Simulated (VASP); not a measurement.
Runs of VASP 6.6.1 on SnO. The structure is cubic, space group F-43m (No. 216). The conventional cell has a = 5.416 Å, b = 5.416 Å, c = 5.416 Å, α = 90.00°, β = 90.00°, γ = 90.00°. Sn (site symmetry -43m) has 4 O at 2.35 Å within 3.1 Å. O (site symmetry -43m) has 4 Sn at 2.35 Å within 3.1 Å. 

```csv
level,spin,k mesh,cutoff (eV),grid for exact exchange (PRECFOCK),share of exact exchange,screening parameter,gap on the mesh (eV),pressure (GPa)
PBEsol,off,6 × 6 × 6,600,-,-,-,none,-1.1
PBEsol,"collinear, zero start",6 × 6 × 6,600,-,-,-,none,-1.1
PBE-based screened hybrid with 20 % exact exchange,off,4 × 4 × 4,520,Normal,0.2,0.2078 1/Å,none,(a)
HF,off,4 × 4 × 4,520,Normal,1,-,none,2.6
```

Alike in all rows: task single point; potentials or basis VASP PAW PBE potentials, release 64 (Sn_d, O); cell as given; smearing fermi-dirac 0.02 eV.

Q: Estimate the missing entries.

A: (a) -0.2.

Caveats: some runs use coarse meshes; the structure was generated, so it needn't be the stable form of SnO; the PAW data sets were made with another functional, which shifts forces and pressure a little; spin-orbit coupling is left out, which moves the levels of the heavy elements; semilocal functionals underestimate gaps, and a narrow one can read as zero (at least some runs).

A k mesh can miss the band edges, and the runs leave out spin-orbit coupling on Sn.

A gap of «none» marks levels without a gap at the run's occupations.
